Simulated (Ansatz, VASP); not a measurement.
Two plane-wave programs on LiCl

```
Li Cl
1.0
     4.19068    0.00000    0.00000
    -2.09534    3.62924    0.00000
     0.00000    0.00000    5.31875
Li Cl
2 2
Direct
  0.33333 0.66667 0.25000
  0.66667 0.33333 0.75000
  0.33333 0.66667 0.75000
  0.66667 0.33333 0.25000
```

Alike in both runs: task relaxation of cell and atoms; functional PBE; k mesh 6 × 6 × 4; occupations gaussian, width 0.1 eV; no spin polarisation.

|  | VASP | Ansatz |
| --- | --- | --- |
| version | VASP 6.6.1 | Ansatz 0.2.0 |
| potentials or method | VASP PAW PBE potentials, release 64 (Li_sv, Cl), cutoff 600 eV | scalar-relativistic, plane waves, PAW |
| valence electrons in the cell | 20 | 20 |

Ansatz gave:

```
gap on the k mesh at the Fermi level, each at its own relaxed structure (eV) : 5.55
relaxed volume (Å³/atom)                                                     : 20.22
relaxed length of the cell vector where the two differ most in proportion (Å)              : 4.191
```

Question: What did VASP give for the same quantities?

Answer: gap on the k mesh at the Fermi level, each at its own relaxed structure (eV): 5.56; relaxed volume (Å³/atom): 20.22; relaxed length of the cell vector where the two differ most in proportion (Å): 4.191.

Noted on VASP's run: the cutoff is under 1.25 times that of the potentials, so the pressure is a little rough; the relaxation stopped at its first step, so nothing moved.
